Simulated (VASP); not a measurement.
**Ge4N3: single point with PBE**

The system is Ge4N3.

```
Ge N
1.0
     4.52947    0.00000    0.00000
     0.00000    4.52947    0.00000
     0.00000    0.00000    4.52947
Ge N
4 3
Cartesian
  3.2679 1.2616 1.2616
  1.2616 3.2679 1.2616
  1.2616 1.2616 3.2679
  3.2679 3.2679 3.2679
  0.0000 0.0000 2.2647
  2.2647 0.0000 0.0000
  0.0000 2.2647 0.0000
```

The cell was generated, and may not be a known phase.

```
Program             : VASP 6.6.1
Task                : single point
Functional          : PBE
Potentials or basis : VASP PAW PBE potentials, release 64 (Ge_d, N)
Cutoff              : 520 eV
k mesh              : 3 × 3 × 3
Occupations         : gaussian, width 0.2 eV
Spin                : no spin polarisation
```

- Pressure: -0.1 GPa
- Largest force: 0.074 eV/Å
- Band gap on the k mesh: zero (an odd number of electrons rules out a gap without spin polarisation)

Forces in eV/Å, atoms in the order of the input:
```
Ge   0.043 -0.043 -0.043
Ge  -0.043  0.043 -0.043
Ge  -0.043 -0.043  0.043
Ge   0.043  0.043  0.043
N    0.000  0.000  0.000
N    0.000  0.000  0.000
N    0.000  0.000  0.000
```

Levels at points of the mesh, in eV from the Fermi level:
```tsv
k point	band 31	band 32	band 33	band 34	band 35	band 36	band 37	band 38	band 39	band 40
(0.00, 0.00, 0.00)	-3.44	-3.44	-3.44	-0.68	-0.68	0.62	0.62	0.62	0.98	3.26
```

It took 14 s on 1 thread of AMD EPYC 9R45 96-Core Processor (Zen 5), with other jobs on the host, peak memory 0.17 GiB.

Caveat: the k points lie up to 0.46 Å⁻¹ apart, too coarse for converged energies and pressures of a metal.
